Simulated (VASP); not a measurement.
Write the native input for VASP 6.6.1 that does the following.

```
Task                   : single point
Functional             : PBE
Potentials or basis    : VASP PAW PBE potentials, release 64 (Ta_pv)
Cutoff                 : 520 eV
k mesh                 : 20 × 20 × 20
Occupations            : gaussian, width 0.15 eV
Spin                   : no spin polarisation
Dipole correction      : no
Further INCAR settings : ALGO = Fast; EDIFF = 1e-06; NBANDS = 12
```

The structure of Ta lies in POSCAR:

```
Ta
1.0
   -1.6760492000      1.6760492000      1.6265108000
    1.6760492000     -1.6760492000      1.6265108000
    1.6760492000      1.6760492000     -1.6265108000
Ta
1
Direct
    0.0000000000      0.0000000000      0.0000000000
```

This cell differs from its parent crystal: strain +0.015 along x and y, -0.015 along z.

The input as run:

INCAR

```
PREC = Accurate
ENCUT = 520
EDIFF = 1E-6
ISMEAR = 0
SIGMA = 0.15
LREAL = F
LASPH = T
NELM = 80
ALGO = Fast
ISIF = 2
LWAVE = F
LCHARG = F
GGA = PE
NBANDS = 12
```

KPOINTS

```
regular mesh
0
Gamma
  20 20 20
```

Potentials or basis: VASP PAW PBE potentials, release 64 (Ta_pv).

Run with:

```console
$ cat potpaw_PBE.64/Ta_pv/POTCAR > POTCAR
$ mpirun -np 1 vasp_std > vasp.out
```

It gave:

| Item | Value |
| --- | --- |
| Pressure | 0.4 GPa |

Caveat: the cell differs from its parent crystal (strain +0.015 along x and y, -0.015 along z).

Run time: 94 s on 1 thread of AMD EPYC 7R13 Processor (Zen 3) (shared host), peak memory 0.22 GiB.
